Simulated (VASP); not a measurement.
# I (Cmce) in VASP: notebook, part 2 of 2

VASP 6.6.1. The steps go on from the part before.

## 4. Single point, r2SCAN (44.62 Å³/atom)

This run uses another cell than the first one, of 44.62 Å³/atom.

POSCAR reads:

```
I
1.0
    3.9041674344     -2.3076418800      0.0000000000
    3.9041674344      2.3076418800      0.0000000000
    0.0000000000      0.0000000000      9.9051308198
I
4
Direct
    0.8451838325      0.1548161675      0.1198878055
    0.1548161675      0.8451838325      0.8801121945
    0.3451838325      0.6548161675      0.3801121945
    0.6548161675      0.3451838325      0.6198878055
```

INCAR.step1 reads:

```
SYSTEM = I
PREC     = Accurate       ! precision mode
ENCUT    = 520            ! plane-wave cutoff, eV
ISMEAR   = 0              ! smearing method
SIGMA    = 0.05           ! smearing width, eV
LREAL    = .False.        ! projectors in reciprocal space
LASPH    = .True.         ! aspherical terms in the spheres
NELM     = 100            ! most SCF steps
NBANDS   = 22             ! bands
GGA      = PE             ! functional
ALGO     = Normal         ! electronic algorithm
EDIFF    = 1E-4           ! SCF threshold, eV
LWAVE    = .True.         ! write WAVECAR
LCHARG   = .False.        ! write CHGCAR
```

INCAR.step2 reads:

```
SYSTEM = I
PREC     = Accurate       ! precision mode
ENCUT    = 520            ! plane-wave cutoff, eV
EDIFF    = 1E-7           ! SCF threshold, eV
ISMEAR   = 0              ! smearing method
SIGMA    = 0.05           ! smearing width, eV
LREAL    = .False.        ! projectors in reciprocal space
LASPH    = .True.         ! aspherical terms in the spheres
NELM     = 100            ! most SCF steps
ALGO     = Normal         ! electronic algorithm
ISIF     = 2              ! what is computed and relaxed
LWAVE    = .False.        ! write WAVECAR
LCHARG   = .False.        ! write CHGCAR
METAGGA  = R2SCAN         ! meta-GGA
LMIXTAU  = .True.       
NBANDS   = 22             ! bands
ISTART   = 1
```

KPOINTS reads:

```
regular mesh
0
Gamma
  6 6 4
  0 0 0
```

Potentials or basis: VASP PAW PBE potentials, release 64 (I).

Command:

```sh
$ cat potpaw_PBE.64/I/POTCAR > POTCAR
$ cp INCAR.step1 INCAR
$ mpirun -np 1 vasp_std > vasp.out
$ cp INCAR.step2 INCAR
$ mpirun -np 1 vasp_std > vasp.out
```

OUTCAR:

```text
SYSTEM = I
   PREC = Accurate
   ENCUT = 520
   EDIFF = 1E-7
   ISMEAR = 0
   LREAL = .False.
   LASPH = .True.
   NELM = 100
   ISIF = 2
   METAGGA = R2SCAN
   ISTART = 1

 ion  position               nearest neighbor table
   1  0.845  0.155  0.120-   2 2.77   3 3.46   3 3.46
   2  0.155  0.845  0.880-   1 2.77   4 3.46   4 3.46
   3  0.345  0.655  0.380-   4 2.77   1 3.46   1 3.46
   4  0.655  0.345  0.620-   3 2.77   2 3.46   2 3.46

  LATTYP: Found a base centered orthorhombic cell.
 ALAT       =     4.6152837600
 B/A-ratio  =     1.6918428584
 C/A-ratio  =     2.1461585755

  Lattice vectors:

 A1 = (  -3.9041674344,  -2.3076418800,   0.0000000000)
 A2 = (   3.9041674344,  -2.3076418800,   0.0000000000)
 A3 = (   0.0000000000,   0.0000000000,   9.9051308198)

Analysis of symmetry for initial positions (statically):
=====================================================================
 Subroutine PRICEL returns:
 Original cell was already a primitive cell.

 Routine SETGRP: Setting up the symmetry group for a
 base centered orthorhombic supercell.

 Subroutine GETGRP returns: Found  8 space group operations
 (whereof  4 operations were pure point group operations)
 out of a pool of  8 trial point group operations.

The static configuration has the point symmetry C_2h.
 The point group associated with its full space group is D_2h.

Analysis of symmetry for dynamics (positions and initial velocities):
=====================================================================
 Subroutine PRICEL returns:
 Original cell was already a primitive cell.

 Routine SETGRP: Setting up the symmetry group for a
 base centered orthorhombic supercell.

 Subroutine GETGRP returns: Found  8 space group operations
 (whereof  4 operations were pure point group operations)
 out of a pool of  8 trial point group operations.

The dynamic configuration has the point symmetry C_2h.
 The point group associated with its full space group is D_2h.

 Subroutine INISYM returns: Found  8 space group operations
 (whereof  4 operations are pure point group operations),
 and found     1 'primitive' translations

----------------------------------------------------------------------------------------

                                     Primitive cell

  volume of cell :     178.4790

  direct lattice vectors                    reciprocal lattice vectors
     3.904167434 -2.307641880  0.000000000     0.128068278 -0.216671401  0.000000000
     3.904167434  2.307641880  0.000000000     0.128068278  0.216671401  0.000000000
     0.000000000  0.000000000  9.905130820     0.000000000  0.000000000  0.100957778

  length of vectors
     4.535166414  4.535166414  9.905130820     0.251690246  0.251690246  0.100957778

  position of ions in fractional coordinates (direct lattice)
     0.845183832  0.154816168  0.119887805
     0.154816168  0.845183832  0.880112195
     0.345183832  0.654816168  0.380112195
     0.654816168  0.345183832  0.619887805

  ion indices of the primitive-cell ions
   primitive index   ion index
                 1           1
                 2           2
                 3           3
                 4           4
[... 21 lines left out ...]

 Subroutine IBZKPT returns following result:
 ===========================================

 Found     39 irreducible k-points:

 Following reciprocal coordinates:
            Coordinates               Weight
  0.000000  0.000000  0.000000      1.000000
  0.166667  0.000000  0.000000      4.000000
  0.333333  0.000000  0.000000      4.000000
  0.500000 -0.000000  0.000000      2.000000
  0.166667  0.166667  0.000000      2.000000
  0.333333  0.166667  0.000000      4.000000
[... 16 lines left out ...]
  0.333333  0.333333  0.250000      4.000000
  0.500000  0.333333  0.250000      8.000000
 [... further k-points ...]
   k-points           NKPTS =     39   k-points in BZ     NKDIM =     39   number of bands    NBANDS=     22
   number of dos      NEDOS =    301   number of ions     NIONS =      4
   total plane-waves  NPLWV = 103680
   dimension x,y,z NGX =    36 NGY =   36 NGZ =   80
   dimension x,y,z NGXF=    72 NGYF=   72 NGZF=  160
   ions per type =               4
   NGX,Y,Z   is equivalent  to a cutoff of  13.20, 13.20, 13.43 a.u.
   NGXF,Y,Z  is equivalent  to a cutoff of  26.39, 26.39, 26.85 a.u.
 SYSTEM =  I
   PREC   = accura    normal or accurate (medium, high low for compatibility)
   ISTART =      1    job   : 0-new  1-cont  2-samecut
   ICHARG =      0    charge: 1-file 2-atom 10-const
   ISPIN  =      1    spin polarized calculation?
   LNONCOLLINEAR =      F non collinear calculations
   LSORBIT =      F    spin-orbit coupling
   LASPH  =      T    aspherical Exc in radial PAW
   ENCUT  =  520.0 eV  38.22 Ry    6.18 a.u.   8.43  8.43 18.42*2*pi/ulx,y,z
   NELM   =    100;   NELMIN=  2; NELMDL=  0     # of ELM steps
   EDIFF  = 0.1E-06   stopping-criterion for ELM
   LREAL  =      F    real-space projection
   EDIFFG = 0.1E-05   stopping-criterion for IOM
   NSW    =      0    number of steps for IOM
   IBRION =     -1    ionic relax: 0-MD 1-quasi-New 2-CG
   NFREE  =      0    steps in history (QN), initial steepest desc. (CG)
   ISIF   =      2    stress and relaxation
   ISYM   =      2    0-nonsym 1-usesym 2-fastsym
   POTIM  = 0.5000    time-step for ionic-motion
   TEBEG  =    0.0;   TEEND  =   0.0 temperature during run
   PSTRESS=    0.0 pullay stress
   NELECT =      28.0000    total number of electrons
   NUPDOWN=      -1.0000    fix difference up-down
   EMIN   =  10.00;   EMAX   =-10.00  energy-range for DOS
   EFERMI =   0.00;   METHOD = LEGACY
   ISMEAR =     0;   SIGMA  =   0.05  broadening in eV -4-tet -1-fermi 0-gaus
   EFERMI_NEDOS =   21; number of points for ismear=-14 and -15
   IALGO  =     38    algorithm
   IMIX   =      4    mixing-type and parameters
     AMIX     =   0.40;   BMIX     =  1.00
     AMIX_MAG =   1.60;   BMIX_MAG =  1.00
  volume/ion in A,a.u.               =      44.62       301.11
  Fermi-wavevector in a.u.,A,eV,Ry     =   0.882941  1.668517 10.606902  0.779585
  Thomas-Fermi vector in A             =   2.003641
   LORBIT       =      0    0 simple, 1 ext, 2 COOP (PROOUT), +10 PAW based schemes
   METAGGA = R2SCAN    functional components
   LHFCALC =     F    Hartree Fock is set to
   AEXX    =    0.0000 exact exchange contribution
   IVDW    =     0    specifies the selected vdW correction
   LEPSILON=     F    determine dielectric tensor
   LRPA    =     F    only Hartree local field effects (RPA)
 non-spin polarized calculation
 Gauss-broadening in eV      SIGMA  =   0.05
  energy-cutoff  :      520.00
  volume of cell :      178.48
 maximum number of plane-waves:      4838
 NGX is ok and might be reduce to    36
   NGX = 17   NGY = 17   NGZ = 37

 number of electron      28.0000000 magnetization

 Free energy of the ion-electron system (eV)
  ---------------------------------------------------
  ext. energy  EPLUGINS =         0.00000000
  ---------------------------------------------------
  free energy    TOTEN  =       -98.22583676 eV

  energy without entropy =      -98.22583676  energy(sigma->0) =      -98.22583676

 E-fermi :   2.1491     XC(G=0):  -8.1815

 val. band max:        1.8730746454   @ k =   0.0000   0.0000   0.0000
 cond. band min:       3.0732041668   @ k =   0.5000   0.5000   0.0000
 fundamental gap:      1.2001295215
 Fermi energy:         2.1490754451

 k-point     1 :       0.0000    0.0000    0.0000
  band No.  band energies     occupation
      1     -11.9910      2.00000
      2     -11.3745      2.00000
      3     -10.1932      2.00000
      4      -9.0254      2.00000
      5      -2.7540      2.00000
      6      -1.2349      2.00000
[... 589 lines left out ...]
     21      10.1121      0.00000
     22      10.4738      0.00000

 [... further k-points ...]

------------------------ aborting loop because EDIFF is reached ----------------------------------------

  FORCE on cell =-STRESS in cart. coord.  units (eV):
  Direction    XX          YY          ZZ          XY          YZ          ZX
  --------------------------------------------------------------------------------------
  -------------------------------------------------------------------------------------
  Total       -0.0889907     -0.1056724     -0.2283373      0.0000000      0.0000000      0.0000000
  in kB       -0.7988552     -0.9486040     -2.0497474      0.0000000      0.0000000      0.0000000
  external PRESSURE =      -1.2657355 kB  Pullay stress =       0.0000000 kB

 VOLUME and BASIS-vectors are now :
 -----------------------------------------------------------------------------
  energy-cutoff  :      520.00
  volume of cell :      178.48
      direct lattice vectors                 reciprocal lattice vectors
     3.904167434 -2.307641880  0.000000000     0.128068278 -0.216671401  0.000000000
     3.904167434  2.307641880  0.000000000     0.128068278  0.216671401  0.000000000
     0.000000000  0.000000000  9.905130820     0.000000000  0.000000000  0.100957778

 POSITION                                       TOTAL-FORCE (eV/Angst)
 -----------------------------------------------------------------------------------
      3.90417     -1.59312      1.18750         0.000000     -0.011643     -0.002538
      3.90417      1.59312      8.71763         0.000000      0.011643      0.002538
      3.90417      0.71452      3.76506         0.000000     -0.011643      0.002538
      3.90417     -0.71452      6.14007         0.000000      0.011643     -0.002538
 -----------------------------------------------------------------------------------
    total drift:                                0.000000     -0.000000      0.000000

  FREE ENERGIE OF THE ION-ELECTRON SYSTEM (eV)
  ---------------------------------------------------
  free  energy   TOTEN  =       -98.2258367624 eV

  energy  without entropy=      -98.2258367624  energy(sigma->0) =      -98.22583676
```

It took 10 min on 1 thread of Intel Xeon Platinum 8375C at 2.90GHz (Ice Lake), shared host; peak memory 0.4 GiB.

What came out:

```yaml
Free_energy: -98.2258 eV
Pressure: -0.1 GPa
Largest_force: 0.012 eV/Å
Band_gap_on_the_k_mesh: 1.20 eV (least direct gap 1.27 eV)
```

Forces on the atoms (eV/Å):
```
I    0.000 -0.012 -0.003
I    0.000  0.012  0.003
I    0.000 -0.012  0.003
I    0.000  0.012 -0.003
```

Levels at points of the mesh, in eV from the valence-band top:
| k point | band 12 | band 13 | band 14 | band 15 | band 16 | band 17 |
| --- | --- | --- | --- | --- | --- | --- |
| (0.00, 0.00, 0.00) | -0.59 | -0.42 | 0.00 | 1.27 | 2.20 | 5.56 |
| (0.50, 0.00, 0.00) | -1.44 | -0.67 | -0.67 | 2.29 | 2.29 | 5.82 |
| (0.50, 0.50, 0.00) | -1.39 | -0.73 | -0.36 | 1.20 | 1.98 | 5.54 |
| (0.00, 0.00, 0.50) | -0.96 | -0.18 | -0.18 | 1.60 | 1.60 | 5.95 |
| (0.50, 0.00, 0.50) | -0.83 | -0.07 | -0.07 | 1.58 | 1.58 | 6.19 |
| (0.50, 0.50, 0.50) | -1.15 | -1.01 | -1.01 | 1.47 | 1.47 | 6.47 |

Caveat: the PAW data sets were made with another functional, which shifts forces and pressure a little; spin-orbit coupling is left out, which moves the levels of the heavy elements. A k mesh can miss the band edges.

## 5. Summary

| cell | gap on the mesh (eV) | pressure (GPa) | largest force (eV/Å) |
| --- | --- | --- | --- |
| a = 4.458, b = 4.458, c = 9.899 Å, angles 90.0, 90.0, 61.3°, 4 atoms, atomic positions A | 1.13 | 0.2 | 0.03 |
| a = 4.527, b = 4.527, c = 9.914 Å, angles 90.0, 90.0, 61.1°, 4 atoms, atomic positions B | 1.18 | 0.0 | 0.03 |
| a = 4.535, b = 4.535, c = 9.905 Å, angles 90.0, 90.0, 61.2°, 4 atoms, atomic positions C | 1.20 | -0.1 | 0.01 |

Alike in all rows: task single point; level r2SCAN; potentials or basis VASP PAW PBE potentials, release 64 (I); no spin polarisation; k mesh 6 × 6 × 4; cutoff (eV) 520; smearing gaussian 0.05 eV.

Caveats: the PAW data sets were made with another functional, which shifts forces and pressure a little; spin-orbit coupling is left out, which moves the levels of the heavy elements.

Total energies depend on the potentials used, so only differences within one code and one set of settings carry meaning.
